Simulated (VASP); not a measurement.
**SnSe: single point with LDA**

SnSe:

```
CELL_PARAMETERS angstrom
4.21934 0.00000 0.00000
0.00000 4.21934 0.00000
0.00000 0.00000 5.99302
ATOMIC_POSITIONS crystal
Sn 0.50000 0.00000 0.25009
Sn 0.00000 0.50000 0.74991
Se 0.50000 0.00000 0.74990
Se 0.00000 0.50000 0.25010
```

| Quantity | Value |
| --- | --- |
| Program | VASP 6.6.1 |
| Task | single point |
| Functional | LDA |
| Potentials or basis | VASP PAW LDA potentials, release 64 (Sn_d, Se) |
| Cutoff | 520 eV |
| k mesh | 6 × 6 × 4 |
| Occupations | gaussian, width 0.01 eV |
| Spin | no spin polarisation |

- Pressure: -2.4 GPa
- Band gap on the k mesh: 0.72 eV

Stress tensor (GPa, compression positive):
```
-2.41  0.00  0.00
 0.00 -2.41  0.00
 0.00  0.00 -2.27
```

Levels at points of the mesh, in eV from the valence-band top:
```csv
k point,band 17,band 18,band 19,band 20,band 21,band 22,band 23,band 24
"(0.00, 0.00, 0.00)",-3.61,-2.14,-2.14,-2.09,3.04,4.34,4.45,4.45
"(0.50, 0.00, 0.00)",-1.99,-1.99,-0.50,-0.50,1.28,1.28,1.80,1.80
"(0.50, 0.50, 0.00)",-3.65,-3.65,-3.60,-3.60,3.02,3.02,5.43,5.43
"(0.00, 0.00, 0.50)",-2.95,-2.95,-1.66,-1.66,2.21,2.21,3.96,3.96
"(0.50, 0.00, 0.50)",-1.85,-1.85,0.00,0.00,0.72,0.72,1.27,1.27
"(0.50, 0.50, 0.50)",-4.74,-4.74,-0.72,-0.72,1.52,1.52,4.87,4.87
```

Run time: 40 s on 1 thread of AMD EPYC 9R45 96-Core Processor (Zen 5) (shared host), peak memory 0.19 GiB.

Caveat: spin-orbit coupling is left out, which moves the levels of the heavy elements. A k mesh can miss the band edges.
